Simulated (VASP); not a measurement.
Cs2AgBiBr6:

```
CELL_PARAMETERS angstrom
0.00000 5.61610 5.61610
5.61610 0.00000 5.61610
5.61610 5.61610 0.00000
ATOMIC_POSITIONS crystal
Bi 0.00000 0.00000 0.00000
Cs 0.75000 0.75000 0.75000
Cs 0.25000 0.25000 0.25000
Ag 0.50000 0.50000 0.50000
Br 0.74945 0.74945 0.25055
Br 0.25055 0.25055 0.74945
Br 0.74945 0.25055 0.25055
Br 0.74945 0.25055 0.74945
Br 0.25055 0.74945 0.74945
Br 0.25055 0.74945 0.25055
```

- Program: VASP 6.6.1
- Task: relaxation of cell and atoms
- Functional: LDA
- Potentials or basis: VASP PAW LDA potentials, release 64 (Bi_d, Cs_sv, Ag, Br)
- Cutoff: 600 eV
- k mesh: 4 × 4 × 4
- Occupations: fermi-dirac, width 0.05 eV
- Spin: no spin polarisation

At the start: pressure -1.4 GPa; volume 35.43 Å³/atom.

How do energy, volume and symmetry change on relaxing?

Over 6 steps the energy falls by 16.1 meV/atom and the volume is 33.35 Å³/atom (-5.9 %); space group Fm-3m (No. 225, to 0.1 Å) before and after.

Step by step:
```tsv
step	energy change (eV)	largest force (eV/Å)	pressure (GPa)	volume (Å³)
1	0.0000	0.3404	-1.39	354.27
2	-0.1161	0.3459	-0.25	338.72
3	-0.1290	0.3363	0.38	331.83
4	-0.1579	0.0980	0.20	331.84
5	-0.1607	0.0015	0.14	331.84
6	-0.1612	0.0038	-0.03	333.48
```

Final structure:
```
CELL_PARAMETERS angstrom
0.00000 5.50405 5.50405
5.50405 0.00000 5.50405
5.50405 5.50405 0.00000
ATOMIC_POSITIONS crystal
Bi 0.00000 0.00000 0.00000
Cs 0.75000 0.75000 0.75000
Cs 0.25000 0.25000 0.25000
Ag 0.50000 0.50000 0.50000
Br 0.74457 0.74457 0.25543
Br 0.25543 0.25543 0.74457
Br 0.74457 0.25543 0.25543
Br 0.74457 0.25543 0.74457
Br 0.25543 0.74457 0.74457
Br 0.25543 0.74457 0.25543
```
